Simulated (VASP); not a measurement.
A run of VASP 6.6.1 is set up as follows.

File INCAR:

```
SYSTEM = Nb3Ru
PREC = Accurate ; ENCUT = 520
EDIFF = 1E-7 ; ISMEAR = 0
SIGMA = 0.1 ; LREAL = .False.
LASPH = .True. ; NELM = 100
ALGO = Fast ; ISIF = 2
LWAVE = .False. ; LCHARG = .True.
GGA = PS ; LELF = .True.
LVHAR = .True. ; NBANDS = 34
```

KPOINTS

```
Automatic mesh
0
Gamma
  10 10 10
  0 0 0
```

POSCAR

```
Nb3Ru
1.0
    0.0000000000      3.2318543100      3.2318543100
    3.2318543100      0.0000000000      3.2318543100
    3.2318543100      3.2318543100      0.0000000000
Nb Ru
3 1
Direct
    0.2500000000      0.2500000000      0.2500000000
    0.7500000000      0.7500000000      0.7500000000
    0.5000000000      0.5000000000      0.5000000000
    0.0139238950     -0.0139238950      0.0139238950
```

Potentials or basis: VASP PAW PBE potentials, release 64 (Nb_sv, Ru_pv).

Command:

```bash
$ cat potpaw_PBE.64/Nb_sv/POTCAR potpaw_PBE.64/Ru_pv/POTCAR > POTCAR
$ mpirun -np 1 vasp_std > vasp.out
```

What does it give for the largest force?

0.818 eV/Å.

Predict the pressure.

-7.8 GPa.

Stress tensor (GPa, compression positive):
```
-7.86  0.00  0.00
 0.00 -7.59  0.00
 0.00  0.00 -7.86
```

Caveat: the cell differs from its parent crystal (one atom moved); the PAW data sets were made with another functional, which shifts forces and pressure a little.
